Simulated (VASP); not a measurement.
KCl: single point with HSE06

Crystal: KCl.

```xyz
2
Lattice="3.6324 0.0000 0.0000 0.0000 3.6324 0.0000 0.0000 0.0000 3.6324" Properties=species:S:1:pos:R:3 pbc="T T T"
K     0.0000    0.0000    0.0000
Cl    1.8162    1.8162    1.8162
```

This cell differs from its parent crystal: strain -3.7%.

```
Program                            : VASP 6.6.1
Task                               : single point
Functional                         : HSE06
Potentials or basis                : VASP PAW PBE potentials, release 64 (K_sv, Cl)
Cutoff                             : 520 eV
k mesh                             : 6 × 6 × 6
Occupations                        : gaussian, width 0.01 eV
Spin                               : no spin polarisation
Dipole correction                  : no
Grid for exact exchange (PRECFOCK) : Normal
Further INCAR settings             : ALGO = Normal; EDIFF = 1e-07; NBANDS = 15
Screening parameter                : 0.2079 1/Å
```

- Pressure: 4.1 GPa
- Band gap on the k mesh: 6.96 eV, indirect (least direct gap 7.21 eV)

Levels at points of the mesh, in eV from the valence-band top:
| k point | band 6 | band 7 | band 8 | band 9 | band 10 | band 11 |
| --- | --- | --- | --- | --- | --- | --- |
| (0.00, 0.00, 0.00) | -0.25 | -0.25 | -0.25 | 6.96 | 7.81 | 7.81 |
| (0.50, 0.00, 0.00) | -2.38 | -0.31 | -0.31 | 9.60 | 10.01 | 10.82 |
| (0.50, 0.50, 0.00) | -1.57 | -1.57 | 0.00 | 7.67 | 9.00 | 10.72 |
| (0.50, 0.50, 0.50) | -1.87 | -1.87 | -1.87 | 10.78 | 10.78 | 10.78 |

It took 63 min on 1 thread of AMD EPYC 7R43 64-Core Processor (Zen 3) (shared host), peak memory 0.26 GiB.

Caveat: the cell differs from its parent crystal (strain -3.7%); the PAW data sets were made with another functional, which shifts forces and pressure a little. A k mesh can miss the band edges.
